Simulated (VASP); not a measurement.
# Ho2O (Cmcm) in VASP: relaxation of cell and atoms with PBE

Aim: the relaxation of cell and atoms of Ho2O with PBE.

Everything below comes from runs of VASP 6.6.1. Logs are shortened: lines on timing, memory, paths and dates and some standing lists are left out, and cuts for length are marked.

### Step 1. The cell of the first run

The structure is orthorhombic, space group Cmcm (No. 63). Conventional cell: a = 6.985 Å, b = 5.305 Å, c = 6.771 Å, α = 90.00°, β = 90.00°, γ = 90.00°. Within 3.0 Å of Ho (site symmetry 2) lie 2 O at 2.24 Å and 3 Ho at 2.55 to 2.81 Å. Within 3.0 Å of O (site symmetry m2m) lie 4 Ho at 2.24 Å.

The cell was generated, and may not be a known phase.

### Step 2. Relaxation of cell and atoms, PBE

The input, INCAR:

```
SYSTEM = Ho2O
  ALGO = Normal
  EDIFF = 1E-7
  EDIFFG = -0.08
  ENCUT = 600
  GGA = PE
  GGA_COMPAT = .False.
  IBRION = 2
  ISIF = 3
  ISMEAR = 0
  LASPH = .True.
  LCHARG = .False.
  LMAXMIX = 6
  LREAL = .False.
  LWAVE = .False.
  NELM = 200
  NELMIN = 4
  NSW = 36
  PREC = Accurate
  SIGMA = 0.2
```

The input, KPOINTS:

```
k-points
0
Gamma
  4 4 3
  0 0 0
```

The input, POSCAR:

```
Ho2O
1.0
    3.4926065800     -2.6523708500      0.0000000000
    3.4926065800      2.6523708500      0.0000000000
    0.0000000000      0.0000000000      6.7705492300
Ho O
4 2
Direct
    0.1826408800      0.1826408800      0.0000000000
    0.8173591200      0.8173591200      0.5000000000
    0.8173591200      0.8173591200      0.0000000000
    0.1826408800      0.1826408800      0.5000000000
    0.8619766600      0.1380233400      0.2500000000
    0.1380233400      0.8619766600      0.7500000000
```

Potentials or basis: VASP PAW PBE potentials, release 64 (Ho_3, O), 4f in core.

Started as:

```sh
> cat potpaw_PBE.64/Ho_3/POTCAR potpaw_PBE.64/O/POTCAR > POTCAR
> mpirun -np 1 vasp_std > vasp.out
```

OUTCAR:

```text
SYSTEM = Ho2O
   EDIFF = 1E-7
   EDIFFG = -0.08
   ENCUT = 600
   GGA = PE
   IBRION = 2
   ISIF = 3
   ISMEAR = 0
   LASPH = .True.
   LREAL = .False.
   NELM = 200
   NELMIN = 4
   NSW = 36
   PREC = Accurate

 ion  position               nearest neighbor table
   1  0.183  0.183  0.000-   5 2.24   6 2.24   3 2.55   3 2.81   3 2.81   4 3.39   4 3.39
   2  0.817  0.817  0.500-   5 2.24   6 2.24   4 2.55   4 2.81   4 2.81   3 3.39   3 3.39
   3  0.817  0.817  0.000-   5 2.24   6 2.24   1 2.55   1 2.81   1 2.81   2 3.39   2 3.39
   4  0.183  0.183  0.500-   5 2.24   6 2.24   2 2.55   2 2.81   2 2.81   1 3.39   1 3.39
   5  0.862  0.138  0.250-   1 2.24   2 2.24   3 2.24   4 2.24
   6  0.138  0.862  0.750-   1 2.24   2 2.24   3 2.24   4 2.24

  LATTYP: Found a base centered orthorhombic cell.
 ALAT       =     5.3047417000
 B/A-ratio  =     1.3167866703
 C/A-ratio  =     1.2763202457

  Lattice vectors:

 A1 = (  -3.4926065800,  -2.6523708500,   0.0000000000)
 A2 = (   3.4926065800,  -2.6523708500,   0.0000000000)
 A3 = (   0.0000000000,   0.0000000000,   6.7705492300)

Analysis of symmetry for initial positions (statically):
=====================================================================
 Subroutine PRICEL returns:
 Original cell was already a primitive cell.

 Routine SETGRP: Setting up the symmetry group for a
 base centered orthorhombic supercell.

 Subroutine GETGRP returns: Found  8 space group operations
 (whereof  4 operations were pure point group operations)
 out of a pool of  8 trial point group operations.

The static configuration has the point symmetry C_2h.
 The point group associated with its full space group is D_2h.

Analysis of symmetry for dynamics (positions and initial velocities):
=====================================================================
 Subroutine PRICEL returns:
 Original cell was already a primitive cell.

 Routine SETGRP: Setting up the symmetry group for a
 base centered orthorhombic supercell.

 Subroutine GETGRP returns: Found  8 space group operations
 (whereof  4 operations were pure point group operations)
 out of a pool of  8 trial point group operations.

The dynamic configuration has the point symmetry C_2h.
 The point group associated with its full space group is D_2h.

 Subroutine INISYM returns: Found  8 space group operations
 (whereof  4 operations are pure point group operations),
 and found     1 'primitive' translations

----------------------------------------------------------------------------------------

                                     Primitive cell

  volume of cell :     125.4405

  direct lattice vectors                    reciprocal lattice vectors
     3.492606580 -2.652370850  0.000000000     0.143159554 -0.188510592  0.000000000
     3.492606580  2.652370850  0.000000000     0.143159554  0.188510592  0.000000000
     0.000000000  0.000000000  6.770549230     0.000000000  0.000000000  0.147698505

  length of vectors
     4.385586831  4.385586831  6.770549230     0.236708473  0.236708473  0.147698505

  position of ions in fractional coordinates (direct lattice)
     0.182640880  0.182640880  0.000000000
     0.817359120  0.817359120  0.500000000
     0.817359120  0.817359120  0.000000000
     0.182640880  0.182640880  0.500000000
     0.861976660  0.138023340  0.250000000
     0.138023340  0.861976660  0.750000000

  ion indices of the primitive-cell ions
   primitive index   ion index
                 1           1
                 2           2
                 3           3
                 4           4
                 5           5
                 6           6

----------------------------------------------------------------------------------------

 KPOINTS: k-points

Automatic generation of k-mesh.
 Grid dimensions read from file:
 generate k-points for:    4    4    3

 Generating k-lattice:

  Cartesian coordinates                     Fractional coordinates (reciprocal lattice)
     0.035789888 -0.047127648  0.000000000     0.250000000  0.000000000  0.000000000
     0.035789888  0.047127648  0.000000000     0.000000000  0.250000000  0.000000000
     0.000000000  0.000000000  0.049232835     0.000000000  0.000000000  0.333333333

  Length of vectors
     0.059177118  0.059177118  0.049232835

  Shift w.r.t. Gamma in fractional coordinates (k-lattice)
     0.000000000  0.000000000  0.000000000

 Subroutine IBZKPT returns following result:
 ===========================================

 Found     14 irreducible k-points:

 Following reciprocal coordinates:
            Coordinates               Weight
  0.000000  0.000000  0.000000      1.000000
  0.250000 -0.000000  0.000000      4.000000
  0.500000 -0.000000  0.000000      2.000000
  0.250000  0.250000  0.000000      2.000000
  0.500000  0.250000  0.000000      4.000000
 -0.250000  0.250000  0.000000      2.000000
  0.500000  0.500000  0.000000      1.000000
  0.000000  0.000000  0.333333      2.000000
  0.250000 -0.000000  0.333333      8.000000
  0.500000 -0.000000  0.333333      4.000000
  0.250000  0.250000  0.333333      4.000000
  0.500000  0.250000  0.333333      8.000000
 -0.250000  0.250000  0.333333      4.000000
  0.500000  0.500000  0.333333      2.000000
   k-points           NKPTS =     14   k-points in BZ     NKDIM =     14   number of bands    NBANDS=     28
   number of dos      NEDOS =    301   number of ions     NIONS =      6
   total plane-waves  NPLWV =  69984
   dimension x,y,z NGX =    36 NGY =   36 NGZ =   54
   dimension x,y,z NGXF=    72 NGYF=   72 NGZF=  108
   ions per type =               4   2
   NGX,Y,Z   is equivalent  to a cutoff of  13.65, 13.65, 13.26 a.u.
   NGXF,Y,Z  is equivalent  to a cutoff of  27.29, 27.29, 26.52 a.u.
 SYSTEM =  Ho2O
   PREC   = accura    normal or accurate (medium, high low for compatibility)
   ISTART =      0    job   : 0-new  1-cont  2-samecut
   ICHARG =      2    charge: 1-file 2-atom 10-const
   ISPIN  =      1    spin polarized calculation?
   LNONCOLLINEAR =      F non collinear calculations
   LSORBIT =      F    spin-orbit coupling
   LASPH  =      T    aspherical Exc in radial PAW
   ENCUT  =  600.0 eV  44.10 Ry    6.64 a.u.   8.76  8.76 13.52*2*pi/ulx,y,z
   NELM   =    200;   NELMIN=  4; NELMDL= -5     # of ELM steps
   EDIFF  = 0.1E-06   stopping-criterion for ELM
   LREAL  =      F    real-space projection
   EDIFFG = -.8E-01   stopping-criterion for IOM
   NSW    =     36    number of steps for IOM
   IBRION =      2    ionic relax: 0-MD 1-quasi-New 2-CG
   NFREE  =      1    steps in history (QN), initial steepest desc. (CG)
   ISIF   =      3    stress and relaxation
   ISYM   =      2    0-nonsym 1-usesym 2-fastsym
   POTIM  = 0.5000    time-step for ionic-motion
   TEBEG  =    0.0;   TEEND  =   0.0 temperature during run
   PSTRESS=    0.0 pullay stress
   NELECT =      48.0000    total number of electrons
   NUPDOWN=      -1.0000    fix difference up-down
   EMIN   =  10.00;   EMAX   =-10.00  energy-range for DOS
   EFERMI =   0.00;   METHOD = LEGACY
   ISMEAR =     0;   SIGMA  =   0.20  broadening in eV -4-tet -1-fermi 0-gaus
   EFERMI_NEDOS =   21; number of points for ismear=-14 and -15
   IALGO  =     38    algorithm
   IMIX   =      4    mixing-type and parameters
     AMIX     =   0.40;   BMIX     =  1.00
     AMIX_MAG =   1.60;   BMIX_MAG =  1.00
  volume/ion in A,a.u.               =      20.91       141.09
  Fermi-wavevector in a.u.,A,eV,Ry     =   1.188528  2.245992 19.219564  1.412598
  Thomas-Fermi vector in A             =   2.324655
   LORBIT       =      0    0 simple, 1 ext, 2 COOP (PROOUT), +10 PAW based schemes
   GGA     = PE    functional components
   LHFCALC =     F    Hartree Fock is set to
   AEXX    =    0.0000 exact exchange contribution
   IVDW    =     0    specifies the selected vdW correction
   LEPSILON=     F    determine dielectric tensor
   LRPA    =     F    only Hartree local field effects (RPA)
 conjugate gradient relaxation of ions
 non-spin polarized calculation
 Gauss-broadening in eV      SIGMA  =   0.20
  energy-cutoff  :      600.00
  volume of cell :      125.44
 maximum number of plane-waves:      4205
   NGX = 17   NGY = 17   NGZ = 27

--------------------------------------- Ionic step        1  -------------------------------------------

 number of electron      48.0000003 magnetization

 Free energy of the ion-electron system (eV)
  ---------------------------------------------------
  ext. energy  EPLUGINS =         0.00000000
  ---------------------------------------------------
  free energy    TOTEN  =       -30.47009132 eV

  energy without entropy =      -30.33834658  energy(sigma->0) =      -30.40421895

 E-fermi :   3.8103     XC(G=0): -10.2222

 val. band max:        3.7509682900   @ k =   0.5000   0.2500   0.0000
 cond. band min:       3.8501391086   @ k =   0.5000  -0.0000   0.0000
 fundamental gap:      0.0991708185
 Fermi energy:         3.8103369896

 k-point     1 :       0.0000    0.0000    0.0000
  band No.  band energies     occupation
      1     -21.9673      2.00000
      2     -21.7127      2.00000
      3     -21.5855      2.00000
      4     -21.2556      2.00000
      5     -21.1755      2.00000
      6     -20.5012      2.00000
[... 536 lines left out ...]
  FREE ENERGIE OF THE ION-ELECTRON SYSTEM (eV)
  ---------------------------------------------------
  free  energy   TOTEN  =       -32.6546789250 eV

  energy  without entropy=      -32.5155288185  energy(sigma->0) =      -32.58510387

[... ionic steps 4 to 11 ...]

--------------------------------------- Ionic step       12  -------------------------------------------

 number of electron      47.9999993 magnetization

------------------------ aborting loop because EDIFF is reached ----------------------------------------

  FORCE on cell =-STRESS in cart. coord.  units (eV):
  Direction    XX          YY          ZZ          XY          YZ          ZX
  --------------------------------------------------------------------------------------
  -------------------------------------------------------------------------------------
  Total        1.0834279     -0.3375664      1.4264606      0.0000000      0.0000000      0.0000000
  in kB       11.0822049     -3.4529110     14.5910299      0.0000000      0.0000000      0.0000000
  external PRESSURE =       7.4067746 kB  Pullay stress =       0.0000000 kB
[... 65 lines left out ...]
  energy  without entropy=      -35.2510746994  energy(sigma->0) =      -35.31530440

--------------------------------------- Ionic step       14  -------------------------------------------

 number of electron      47.9999990 magnetization

 Free energy of the ion-electron system (eV)
  ---------------------------------------------------
  ext. energy  EPLUGINS =         0.00000000
  ---------------------------------------------------
  free energy    TOTEN  =       -35.38382664 eV

  energy without entropy =      -35.24751938  energy(sigma->0) =      -35.31567301

 E-fermi :   2.7566     XC(G=0):  -9.2984

 val. band max:        2.6982774188   @ k =   0.2500   0.2500   0.3333
 cond. band min:       2.7860010420   @ k =   0.5000   0.5000   0.3333
 fundamental gap:      0.0877236232
 Fermi energy:         2.7566405946

 k-point     1 :       0.0000    0.0000    0.0000
  band No.  band energies     occupation
      1     -22.7504      2.00000
      2     -22.5431      2.00000
      3     -22.3115      2.00000
      4     -22.0600      2.00000
      5     -21.9540      2.00000
      6     -21.8353      2.00000
[... 456 lines left out ...]
  FREE ENERGIE OF THE ION-ELECTRON SYSTEM (eV)
  ---------------------------------------------------
  free  energy   TOTEN  =       -35.3838266378 eV

  energy  without entropy=      -35.2475193779  energy(sigma->0) =      -35.31567301

 reached required accuracy - stopping structural energy minimisation
```

It took 15 min on 1 thread of Intel Xeon Platinum 8124M at 3.00GHz (Skylake/Cascade Lake), shared host; peak memory 0.29 GiB.

What came out:

```
Free energy                           : -35.3838 eV
Relaxed volume                        : 26.26 Å³/atom
Relaxed cell                          : a = 5.008 Å, b = 5.008 Å, c = 6.282 Å, α = 90.00°, β = 90.00°, γ = 88.76°
Space group after relaxing (to 0.1 Å) : Cmcm (No. 63)
Energy gained by relaxing             : 819.0 meV/atom
Ionic steps                           : 14
Pressure after relaxing               : 0.0 GPa
Largest force after relaxing          : 0.079 eV/Å
Band gap on the k mesh                : zero (bands 24 and 25 overlap by 0.37 eV)
```

Forces in eV/Å, atoms in the order of the input:
```
Ho   0.063  0.000  0.000
Ho  -0.063  0.000  0.000
Ho  -0.063  0.000  0.000
Ho   0.063  0.000  0.000
O    0.000 -0.079  0.000
O    0.000  0.079  0.000
```

Step by step:
| step | energy change (eV) | largest force (eV/Å) | pressure (GPa) | volume (Å³) |
| --- | --- | --- | --- | --- |
| 1 | 0.0000 | 2.5424 | 13.27 | 125.44 |
| 2 | -2.1842 | 1.7273 | -4.08 | 159.19 |
| 3 | -2.1846 | 1.7428 | -4.41 | 160.37 |
| 4 | -3.6978 | 1.8831 | -3.24 | 160.63 |
| 5 | -3.7537 | 1.8397 | -2.81 | 160.35 |
| 6 | -4.0985 | 1.1673 | 2.86 | 149.37 |
| 7 | -4.0985 | 1.1573 | 2.96 | 149.23 |
| 8 | -4.3962 | 0.8944 | 2.22 | 150.41 |
| 9 | -4.6398 | 0.4043 | 0.67 | 152.59 |
| 10 | -4.8477 | 0.2310 | -0.01 | 155.79 |
| 11 | -4.9027 | 0.1466 | -0.52 | 158.39 |
| 12 | -4.9056 | 0.2081 | 0.74 | 156.63 |
| 13 | -4.9094 | 0.0918 | 0.19 | 157.39 |
| 14 | -4.9137 | 0.0788 | 0.04 | 157.54 |

Final structure:
```xyz
6
Lattice="3.5797 -3.5028 0.0000 3.5797 3.5028 0.0000 0.0000 0.0000 6.2822" Properties=species:S:1:pos:R:3 pbc="T T T"
Ho    1.5939    0.0000    6.2822
Ho    5.5654    0.0000    3.1411
Ho    5.5654    0.0000    0.0000
Ho    1.5939    0.0000    3.1411
O     3.5797   -3.3388    1.5705
O     3.5797    3.3388    4.7116
```

Levels at points of the mesh, in eV from the Fermi level:
```tsv
k point	band 22	band 23	band 24	band 25	band 26	band 27
(0.00, 0.00, 0.00)	-0.88	-0.88	-0.84	-0.14	0.16	0.28
(0.50, 0.00, 0.00)	-1.37	-0.47	-0.24	0.36	0.54	0.63
(0.50, 0.50, 0.00)	-1.43	-0.43	0.20	0.20	0.38	0.44
```

Caveat: the k points lie up to 0.33 Å⁻¹ apart in the final cell; the volume moved by over 15 % at a fixed basis, so the end points are rough; spin-orbit coupling is left out, which moves the levels of the heavy elements; the 4f electrons are frozen in the core, so they carry no moment and show no levels; the run has no spin polarisation, though such a crystal can be magnetic; the relaxation stopped at a loose force limit of 0.08 eV/Å, so its end isn't a converged minimum. With open d or f shells a metallic result of PBE can be an artefact of self-interaction; +U or a hybrid may open a gap.

The gap in the log of VASP goes by the Fermi energy; the results here count the filled bands.